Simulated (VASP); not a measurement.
# Se (P6/mmm) in VASP: further runs

Se is run at these levels: PBEsol; tasks: single point.

All numbers are computed with VASP 6.6.1; they aren't measurements. Logs are shortened: lines on timing, memory, paths and dates and some standing lists are left out, and cuts for length are marked.

## 1. The cell of the first run

The structure is hexagonal, space group P6/mmm (No. 191). Conventional cell: a = 4.548 Å, b = 4.548 Å, c = 3.047 Å, α = 90.00°, β = 90.00°, γ = 120.00°. Se (site symmetry 6/mmm) has 14 Se at 3.04 to 3.05 Å within 4.0 Å. Se (site symmetry -6m2) has 11 Se at 2.63 to 3.05 Å within 3.5 Å.

## 2. Single point, PBEsol (volume scaled by 0.92)

The input, INCAR:

```
PREC = Accurate ; ENCUT = 520
EDIFF = 1E-7 ; ISMEAR = -1
SIGMA = 0.1 ; LREAL = False
LASPH = True ; NELM = 100
ALGO = Normal ; ISIF = 2
LWAVE = False ; LCHARG = True
GGA = PS ; LELF = True
LVHAR = True ; NBANDS = 16
```

The input, KPOINTS:

```
Automatic mesh
0
Gamma
  9 9 11
```

The input, POSCAR:

```
Se
1.0
    4.5480621628      0.0000000000      0.0000000000
   -2.2740310814      3.9387373710      0.0000000000
    0.0000000000      0.0000000000      3.0473642688
Se
3
Direct
    0.0000000000      0.0000000000      0.0000000000
    0.3333333333      0.6666666667      0.5000000000
    0.6666666667      0.3333333333      0.5000000000
```

Potentials or basis: VASP PAW PBE potentials, release 64 (Se).

Command:

```bash
cat potpaw_PBE.64/Se/POTCAR > POTCAR
mpirun -np 1 vasp_std > vasp.out
```

OUTCAR:

```text
PREC = Accurate
   ENCUT = 520
   EDIFF = 1E-7
   ISMEAR = -1
   LREAL = False
   LASPH = True
   NELM = 100
   ISIF = 2
   GGA = PS

 ion  position               nearest neighbor table
   1  0.000  0.000  0.000-
   2  0.333  0.667  0.500-   3 2.63   3 2.63   3 2.63
   3  0.667  0.333  0.500-   2 2.63   2 2.63   2 2.63

  LATTYP: Found a hexagonal cell.
 ALAT       =     4.5480621628
 C/A-ratio  =     0.6700357558

  Lattice vectors:

 A1 = (   4.5480621628,   0.0000000000,   0.0000000000)
 A2 = (  -2.2740310814,   3.9387373710,   0.0000000000)
 A3 = (   0.0000000000,   0.0000000000,   3.0473642688)

Analysis of symmetry for initial positions (statically):
=====================================================================
 Subroutine PRICEL returns:
 Original cell was already a primitive cell.

 Routine SETGRP: Setting up the symmetry group for a
 hexagonal supercell.

 Subroutine GETGRP returns: Found 24 space group operations
 (whereof 24 operations were pure point group operations)
 out of a pool of 24 trial point group operations.

The static configuration has the point symmetry D_6h.

Analysis of symmetry for dynamics (positions and initial velocities):
=====================================================================
 Subroutine PRICEL returns:
 Original cell was already a primitive cell.

 Routine SETGRP: Setting up the symmetry group for a
 hexagonal supercell.

 Subroutine GETGRP returns: Found 24 space group operations
 (whereof 24 operations were pure point group operations)
 out of a pool of 24 trial point group operations.

The dynamic configuration has the point symmetry D_6h.

 Subroutine INISYM returns: Found 24 space group operations
 (whereof 24 operations are pure point group operations),
 and found     1 'primitive' translations

----------------------------------------------------------------------------------------

                                     Primitive cell

  volume of cell :      54.5893

  direct lattice vectors                    reciprocal lattice vectors
     4.548062163  0.000000000  0.000000000     0.219873864  0.126944234  0.000000000
    -2.274031081  3.938737371  0.000000000     0.000000000  0.253888469  0.000000000
     0.000000000  0.000000000  3.047364269     0.000000000  0.000000000  0.328152433

  length of vectors
     4.548062163  4.548062163  3.047364269     0.253888469  0.253888469  0.328152433

  position of ions in fractional coordinates (direct lattice)
     0.000000000  0.000000000  0.000000000
     0.333333333  0.666666667  0.500000000
     0.666666667  0.333333333  0.500000000

  ion indices of the primitive-cell ions
   primitive index   ion index
                 1           1
                 2           2
                 3           3

----------------------------------------------------------------------------------------

 KPOINTS: Automatic mesh

Automatic generation of k-mesh.
 Grid dimensions read from file:
 generate k-points for:    9    9   11

 Generating k-lattice:

  Cartesian coordinates                     Fractional coordinates (reciprocal lattice)
     0.024430429  0.014104915  0.000000000     0.111111111  0.000000000  0.000000000
     0.000000000  0.028209830  0.000000000     0.000000000  0.111111111  0.000000000
     0.000000000  0.000000000  0.029832039     0.000000000  0.000000000  0.090909091

  Length of vectors
     0.028209830  0.028209830  0.029832039

  Shift w.r.t. Gamma in fractional coordinates (k-lattice)
     0.000000000  0.000000000  0.000000000

 Subroutine IBZKPT returns following result:
 ===========================================

 Found     72 irreducible k-points:

 Following reciprocal coordinates:
            Coordinates               Weight
  0.000000  0.000000  0.000000      1.000000
  0.111111 -0.000000  0.000000      6.000000
  0.222222 -0.000000  0.000000      6.000000
  0.333333 -0.000000  0.000000      6.000000
  0.444444 -0.000000  0.000000      6.000000
  0.111111  0.111111  0.000000      6.000000
[... 16 lines left out ...]
  0.333333  0.222222  0.090909     24.000000
  0.333333  0.333333  0.090909      4.000000
 [... further k-points ...]
   k-points           NKPTS =     72   k-points in BZ     NKDIM =     72   number of bands    NBANDS=     16
   number of dos      NEDOS =    301   number of ions     NIONS =      3
   total plane-waves  NPLWV =  31104
   dimension x,y,z NGX =    36 NGY =   36 NGZ =   24
   dimension x,y,z NGXF=    72 NGYF=   72 NGZF=   48
   ions per type =               3
   NGX,Y,Z   is equivalent  to a cutoff of  13.16, 13.16, 13.09 a.u.
   NGXF,Y,Z  is equivalent  to a cutoff of  26.32, 26.32, 26.19 a.u.
 SYSTEM =  unknown system
   PREC   = accura    normal or accurate (medium, high low for compatibility)
   ISTART =      0    job   : 0-new  1-cont  2-samecut
   ICHARG =      2    charge: 1-file 2-atom 10-const
   ISPIN  =      1    spin polarized calculation?
   LNONCOLLINEAR =      F non collinear calculations
   LSORBIT =      F    spin-orbit coupling
   LASPH  =      T    aspherical Exc in radial PAW
   ENCUT  =  520.0 eV  38.22 Ry    6.18 a.u.   8.46  8.46  5.67*2*pi/ulx,y,z
   NELM   =    100;   NELMIN=  2; NELMDL= -5     # of ELM steps
   EDIFF  = 0.1E-06   stopping-criterion for ELM
   LREAL  =      F    real-space projection
   EDIFFG = 0.1E-05   stopping-criterion for IOM
   NSW    =      0    number of steps for IOM
   IBRION =     -1    ionic relax: 0-MD 1-quasi-New 2-CG
   NFREE  =      0    steps in history (QN), initial steepest desc. (CG)
   ISIF   =      2    stress and relaxation
   ISYM   =      2    0-nonsym 1-usesym 2-fastsym
   POTIM  = 0.5000    time-step for ionic-motion
   TEBEG  =    0.0;   TEEND  =   0.0 temperature during run
   PSTRESS=    0.0 pullay stress
   NELECT =      18.0000    total number of electrons
   NUPDOWN=      -1.0000    fix difference up-down
   EMIN   =  10.00;   EMAX   =-10.00  energy-range for DOS
   EFERMI =   0.00;   METHOD = LEGACY
   ISMEAR =    -1;   SIGMA  =   0.10  broadening in eV -4-tet -1-fermi 0-gaus
   EFERMI_NEDOS =   21; number of points for ismear=-14 and -15
   IALGO  =     38    algorithm
   IMIX   =      4    mixing-type and parameters
     AMIX     =   0.40;   BMIX     =  1.00
     AMIX_MAG =   1.60;   BMIX_MAG =  1.00
  volume/ion in A,a.u.               =      18.20       122.80
  Fermi-wavevector in a.u.,A,eV,Ry     =   1.131001  2.137282 17.404079  1.279164
  Thomas-Fermi vector in A             =   2.267699
   LORBIT       =      0    0 simple, 1 ext, 2 COOP (PROOUT), +10 PAW based schemes
   GGA     = PS    functional components
   LHFCALC =     F    Hartree Fock is set to
   AEXX    =    0.0000 exact exchange contribution
   IVDW    =     0    specifies the selected vdW correction
   LEPSILON=     F    determine dielectric tensor
   LRPA    =     F    only Hartree local field effects (RPA)
 non-spin polarized calculation
  energy-cutoff  :      520.00
  volume of cell :       54.59
 maximum number of plane-waves:      1494
 NGX is ok and might be reduce to    36
   NGX = 17   NGY = 17   NGZ = 11

 number of electron      18.0000001 magnetization

 Free energy of the ion-electron system (eV)
  ---------------------------------------------------
  ext. energy  EPLUGINS =         0.00000000
  ---------------------------------------------------
  free energy    TOTEN  =        -9.98705966 eV

  energy without entropy =       -9.93379061  energy(sigma->0) =       -9.96042513

 E-fermi :   6.8812     XC(G=0): -11.2104

 val. band max:        6.8422933104   @ k =   0.3333   0.2222   0.4545
 cond. band min:       6.8824342623   @ k =   0.3333   0.2222   0.0000
 fundamental gap:      0.0401409519
 Fermi energy:         6.8812142828

 k-point     1 :       0.0000    0.0000    0.0000
  band No.  band energies     occupation
      1     -10.5446      2.00000
      2      -5.0737      2.00000
      3      -4.7096      2.00000
      4       0.9113      2.00000
      5       0.9113      2.00000
      6       1.7844      2.00000
[... 8 lines left out ...]
     15      18.8196      0.00000
     16      18.8198      0.00000

 k-point     2 :       0.1111   -0.0000    0.0000
  band No.  band energies     occupation
      1     -10.4379      2.00000
      2      -5.2488      2.00000
      3      -4.9745      2.00000
      4       0.3814      2.00000
      5       0.7612      2.00000
      6       2.5073      2.00000
[... 8 lines left out ...]
     15      18.3482      0.00000
     16      18.7161      0.00000

 k-point     3 :       0.2222   -0.0000    0.0000
  band No.  band energies     occupation
      1     -10.1199      2.00000
      2      -5.9296      2.00000
      3      -5.3812      2.00000
      4      -0.2388      2.00000
      5       1.1961      2.00000
      6       3.6963      2.00000
[... 8 lines left out ...]
     15      17.5676      0.00000
     16      18.0586      0.00000

 k-point     4 :       0.3333   -0.0000    0.0000
  band No.  band energies     occupation
      1      -9.5982      2.00000
      2      -6.9366      2.00000
      3      -5.6493      2.00000
      4      -0.6719      2.00000
      5       2.2139      2.00000
      6       5.0364      2.00000
[... 8 lines left out ...]
     15      16.9863      0.00000
     16      17.4491      0.00000
[... 324 lines left out ...]
 k-point    22 :       0.2222    0.2222    0.0909
  band No.  band energies     occupation
      1      -9.1899      2.00000
      2      -6.7371      2.00000
      3      -6.5193      2.00000
      4       0.6000      2.00000
      5       1.4011      2.00000
      6       5.0749      2.00000
[... 8 lines left out ...]
     15      16.0735      0.00000
     16      17.0800      0.00000

 k-point    23 :       0.3333    0.2222    0.0909
  band No.  band energies     occupation
      1      -8.5093      2.00000
      2      -7.5857      2.00000
      3      -6.7641      2.00000
      4       0.7043      2.00000
      5       2.4379      2.00000
      6       4.1063      2.00000
[... 8 lines left out ...]
     15      15.5256      0.00000
     16      16.7665      0.00000

 k-point    24 :       0.3333    0.3333    0.0909
  band No.  band energies     occupation
      1      -7.8649      2.00000
      2      -7.8649      2.00000
      3      -7.3222      2.00000
      4       1.4929      2.00000
      5       2.7875      2.00000
      6       2.7875      2.00000
[... 8 lines left out ...]
     15      15.7121      0.00000
     16      16.5581      0.00000

 [... further k-points ...]

------------------------ aborting loop because EDIFF is reached ----------------------------------------

  FORCE on cell =-STRESS in cart. coord.  units (eV):
  Direction    XX          YY          ZZ          XY          YZ          ZX
  --------------------------------------------------------------------------------------
  -------------------------------------------------------------------------------------
  Total        3.0040068      3.0040068      2.5138180      0.0000000      0.0000000      0.0000000
  in kB       88.1665208     88.1665208     73.7796548      0.0000000      0.0000000      0.0000000
  external PRESSURE =      83.3708988 kB  Pullay stress =       0.0000000 kB

 VOLUME and BASIS-vectors are now :
 -----------------------------------------------------------------------------
  energy-cutoff  :      520.00
  volume of cell :       54.59
      direct lattice vectors                 reciprocal lattice vectors
     4.548062163  0.000000000  0.000000000     0.219873864  0.126944234  0.000000000
    -2.274031081  3.938737371  0.000000000     0.000000000  0.253888469  0.000000000
     0.000000000  0.000000000  3.047364269     0.000000000  0.000000000  0.328152433

 POSITION                                       TOTAL-FORCE (eV/Angst)
 -----------------------------------------------------------------------------------
      0.00000      0.00000      0.00000         0.000000     -0.000000      0.000000
     -0.00000      2.62582      1.52368         0.000000      0.000000     -0.000000
      2.27403      1.31291      1.52368        -0.000000     -0.000000      0.000000
 -----------------------------------------------------------------------------------
    total drift:                                0.000000      0.000000     -0.000000

  FREE ENERGIE OF THE ION-ELECTRON SYSTEM (eV)
  ---------------------------------------------------
  free  energy   TOTEN  =        -9.9870596576 eV

  energy  without entropy=       -9.9337906122  energy(sigma->0) =       -9.96042513
```

Wall time 36 s (1 thread of Intel Xeon 6975P-C, shared host); peak memory 0.2 GiB.

Results:

```
Free energy            : -9.9871 eV
Pressure               : 8.3 GPa
Band gap on the k mesh : zero (band 9 reaches 9.53 eV, above the bottom of band 10 at 4.57 eV)
```

Stress tensor (GPa, compression positive):
```
8.82 0.00 0.00
0.00 8.82 0.00
0.00 0.00 7.38
```

Caveat: the PAW data sets were made with another functional, which shifts forces and pressure a little.

[end of part 1 of 3]
